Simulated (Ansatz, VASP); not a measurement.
**Sn3GeO4: VASP beside Ansatz**

```
Sn Ge O
1.0
     5.38233    0.00000    0.00000
     0.00000    5.38233    0.00000
     0.00000    0.00000    4.96732
Sn Ge O
3 1 4
Cartesian
  0.0000 2.6912 1.1574
  2.6912 0.0000 1.1574
  2.6912 2.6912 3.7595
  0.0000 0.0000 3.9671
  4.0617 1.3206 4.9406
  1.3206 4.0617 4.9406
  4.0617 4.0617 4.9406
  1.3206 1.3206 4.9406
```

Alike in both runs: functional PBE; k mesh 6 × 6 × 6; occupations gaussian, width 0.02 eV; no spin polarisation.

Ansatz relaxed the structure, and its values are those at the end. VASP's run is a single point on that final structure, the one shown.

```csv
,VASP,Ansatz
version,VASP 6.6.1,Ansatz 0.2.0
potentials or method,"VASP PAW PBE potentials, release 64 (Sn_d, Ge_d, O), cutoff 520 eV","scalar-relativistic, plane waves, PAW"
valence electrons in the cell,80,80
```

```csv
,VASP,Ansatz,Ansatz less VASP
gap on the k mesh at the Fermi level (eV),0.73,0.72,-0.007
least direct gap on the mesh (eV),0.77,0.76,-0.012
pressure (GPa),0.2,0.0,-0.20
rms of the force components (eV/Å),0.031,0.000,-0.0305
```
